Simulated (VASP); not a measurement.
SiC:

```
CELL_PARAMETERS angstrom
3.16486 0.00000 0.00000
-1.58243 2.74085 0.00000
0.00000 0.00000 4.87014
ATOMIC_POSITIONS crystal
Si 0.33333 0.66667 0.25000
Si 0.66667 0.33333 0.75000
C 0.66667 0.33333 0.25000
C 0.33333 0.66667 0.75000
```

```yaml
Program: VASP 6.6.1
Task: relaxation of cell and atoms
Functional: LDA
Potentials_or_basis: VASP PAW LDA potentials, release 64 (Si, C)
Cutoff: 600 eV
k_mesh: 12 × 12 × 6
Occupations: fermi-dirac, width 0.02 eV
Spin: no spin polarisation
```

At the start: pressure -7.0 GPa; volume 10.56 Å³/atom.

Problem. How do energy, volume and symmetry change on relaxing?

Solution. Over 8 steps the energy falls by 11.1 meV/atom and the volume is 10.01 Å³/atom (-5.2 %); space group P6_3/mmc (No. 194, to 0.05 Å).

Step by step:
```tsv
step	energy change (eV)	largest force (eV/Å)	pressure (GPa)	volume (Å³)
1	0.0000	0.0000	-6.98	42.25
2	0.0196	0.0000	9.44	39.49
3	-0.0284	0.0000	-0.37	41.02
4	-0.0346	0.0000	-0.32	40.78
5	-0.0443	0.0000	0.10	40.04
6	-0.0443	0.0000	0.12	40.01
7	-0.0442	0.0000	-0.26	40.07
8	-0.0443	0.0000	0.01	40.03
```

Final structure:
```
Si C
1.0
     3.14788    0.00000    0.00000
    -1.57394    2.72614    0.00000
     0.00000    0.00000    4.66440
Si C
2 2
Cartesian
  0.0000 1.8174 1.1661
  1.5739 0.9087 3.4983
  1.5739 0.9087 1.1661
  0.0000 1.8174 3.4983
```
